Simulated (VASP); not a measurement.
Here is a VASP 6.6.1 calculation.

INCAR

```
SYSTEM = Ge5F
  PREC = Accurate
  ENCUT = 520
  EDIFF = 1E-6
  ISMEAR = 0
  SIGMA = 0.1
  LREAL = .False.
  LASPH = .True.
  NELM = 100
  ALGO = Normal
  ISIF = 2
  LWAVE = .False.
  LCHARG = .False.
  GGA = PE
  NBANDS = 48
```

The input KPOINTS:

```
regular mesh
0
Gamma
  4 4 4
  0 0 0
```

POSCAR

```
Ge5F
1.0
    2.1458747600     -4.2329141400      0.0000000000
    2.1458747600      4.2329141400      0.0000000000
    0.0000000000      0.0000000000      6.6092847800
Ge F
5 1
Direct
    0.3800603800      0.1468560800      0.5000000000
    0.6199396200      0.8531439200      0.5000000000
    0.8531439200      0.6199396200      0.5000000000
    0.1468560800      0.3800603800      0.5000000000
    0.5000000000      0.5000000000      0.0000000000
    0.5000000000      0.5000000000      0.5000000000
```

Potentials or basis: VASP PAW PBE potentials, release 64 (Ge_d, F).

Run with:

```console
$ cat potpaw_PBE.64/Ge_d/POTCAR potpaw_PBE.64/F/POTCAR > POTCAR
$ mpirun -np 1 vasp_std > vasp.out
```

Problem. What does it give for the pressure?

Solution. 121.0 GPa.

Problem. What does it give for the band gap on the k mesh?

Solution. Zero (an odd number of electrons rules out a gap without spin polarisation).

Problem. Predict the largest force.

Solution. 35.474 eV/Å.

Forces on the atoms (eV/Å):
```
Ge  -24.056 -26.071   0.000
Ge   24.056  26.071   0.000
Ge   24.056 -26.071   0.000
Ge  -24.056  26.071   0.000
Ge    0.000   0.000   0.000
F     0.000   0.000   0.000
```

Caveat: the k points lie up to 0.41 Å⁻¹ apart, too coarse for converged energies and pressures of a metal; an odd number of electrons without spin polarisation forces a metal; a magnetic or distorted state may lie lower.
